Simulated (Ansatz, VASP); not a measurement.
## Tl: VASP beside Ansatz

The input INCAR:

```
SYSTEM = Tl
PREC = Accurate
ENCUT = 520
EDIFF = 1E-7
ISMEAR = -1
SIGMA = 0.1
LREAL = .FALSE.
LASPH = .TRUE.
NELM = 60
ALGO = Normal
ISIF = 2
LWAVE = .FALSE.
LCHARG = .FALSE.
GGA = RP
NBANDS = 26
```

The input KPOINTS:

```
Automatic mesh
0
G
  7 7 10
  0 0 0
```

POSCAR

```
Tl
1.0
    5.6965307758      0.0000000000      0.0000000000
   -2.8482653879      4.9333403653      0.0000000000
    0.0000000000      0.0000000000      3.4991821243
Tl
3
Direct
    1.0000000000      1.0000000000      0.0000000000
    0.3333333333      0.6666666667      0.5000000000
    0.6666666667      0.3333333333      0.5000000000
```

Input for Ansatz:

```yaml
crystal:
  lattice:
    - [5.6965307758, 0.0, 0.0]
    - [-2.8482653879, 4.9333403653, 0.0]
    - [0.0, 0.0, 3.4991821243]
  atoms:
    - { symbol: Tl, position: [1.0, 1.0, 0.0] }
    - { symbol: Tl, position: [0.3333333333, 0.6666666667, 0.5] }
    - { symbol: Tl, position: [0.6666666667, 0.3333333333, 0.5] }
hamiltonian:
  xc: rpbe
  pseudopotentials:
    kind: paw
    azcp:
      Tl: "pseudopotentials/Tl.paw.azcp"
basis:
  ecutwfc: 420
  fft_grid_basis: typed
kpoints:
  mp_grid: { grid: [7, 7, 10], shift: [0, 0, 0] }
magnetization:
  spin_polarized: false
scf:
  occupations: { method: fermi_dirac, width: 0.1 }
  lower_state_search: "off"
output:
  stress: true
  write_density: true
  write_potential: true
  elf: true
  volumetric_format: npy
```

Alike in both runs: task single point; functional RPBE; k mesh 7 × 7 × 10; occupations fermi-dirac, width 0.1 eV; no spin polarisation.

|  | VASP | Ansatz |
| --- | --- | --- |
| version | VASP 6.6.1 | Ansatz 0.2.0 |
| potentials or method | VASP PAW PBE potentials, release 64 (Tl_d), cutoff 520 eV | plane waves (420 eV) with PAW, scalar-relativistic |
| valence electrons in the cell | 39 | 39 |

```csv
,VASP,Ansatz,Ansatz less VASP
pressure (GPa),0.8,0.8,+0.05
```

VASP's potentials were made for PBE, not for RPBE.

Spin-orbit coupling is off throughout.
